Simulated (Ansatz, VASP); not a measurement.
H2Se in VASP and in Ansatz

INCAR

```
SYSTEM = H2Se
PREC = Accurate ; ENCUT = 600
EDIFF = 1E-7 ; ISMEAR = 0
SIGMA = 0.1 ; LREAL = .FALSE.
LASPH = .TRUE. ; NELM = 60
ALGO = Normal ; ISIF = 3
LWAVE = .FALSE. ; LCHARG = .FALSE.
GGA = PE ; IBRION = 2
NSW = 100 ; EDIFFG = -0.01
```

File KPOINTS:

```
regular mesh
0
G
  18 18 18
  0 0 0
```

File POSCAR:

```
H2Se
1.0
    3.5535597676      0.0000000000      0.0000000000
   -1.7767798838      3.0774730326      0.0000000000
    0.0000000000      0.0000000000      2.5407978671
H Se
2 1
Direct
    0.3333333333      0.6666666667      0.5000000000
    0.6666666667      0.3333333333      0.5000000000
    0.0000000000      0.0000000000      0.0000000000
```

Input for Ansatz:

```yaml
crystal:
  lattice:
    - [3.5535595477, 0.0, 0.0]
    - [-1.7767797739, 3.0774728422, 0.0]
    - [0.0, 0.0, 2.540798178]
  atoms:
    - { symbol: H, position: [0.3333333333, 0.6666666667, 0.5] }
    - { symbol: H, position: [0.6666666667, 0.3333333333, 0.5] }
    - { symbol: Se, position: [0.0, 0.0, 0.0] }
basis:
  ecutwfc: 420
kpoints:
  mp_grid: { grid: [18, 18, 18] }
hamiltonian:
  xc: pbe
scf:
  occupations: { method: gaussian, width: 0.1 }
output:
  forces: true
  stress: true
  eigenvalues: true
relax:
  adjacent_minimum: "off"
  f_tol: 0.01
  max_steps: 80
  cell: { stress_tol: 0.05 }
```

Alike in both runs: task relaxation of cell and atoms; functional PBE; k mesh 18 × 18 × 18; occupations gaussian, width 0.1 eV; no spin polarisation.

|  | VASP | Ansatz |
| --- | --- | --- |
| version | VASP 6.6.1 | Ansatz 0.2.0 |
| potentials or method | VASP PAW PBE potentials, release 64 (H, Se), cutoff 600 eV | scalar-relativistic, plane waves, PAW |
| valence electrons in the cell | 8 | 18 |

|  | VASP | Ansatz | Ansatz less VASP |
| --- | --- | --- | --- |
| gap on the k mesh at the Fermi level, each at its own relaxed structure (eV) | none | none | - |
| relaxed volume (Å³/atom) | 8.80 | 8.80 | -0.002 |
| relaxed cell length with the largest relative difference (Å) | 2.844 | 2.846 | +0.0025 |

A gap of «none» marks a metal or a gap that the smearing closes. VASP's potentials hold 8 valence electrons a cell and Ansatz's 18, so a difference there can come from the potentials and not from the codes.
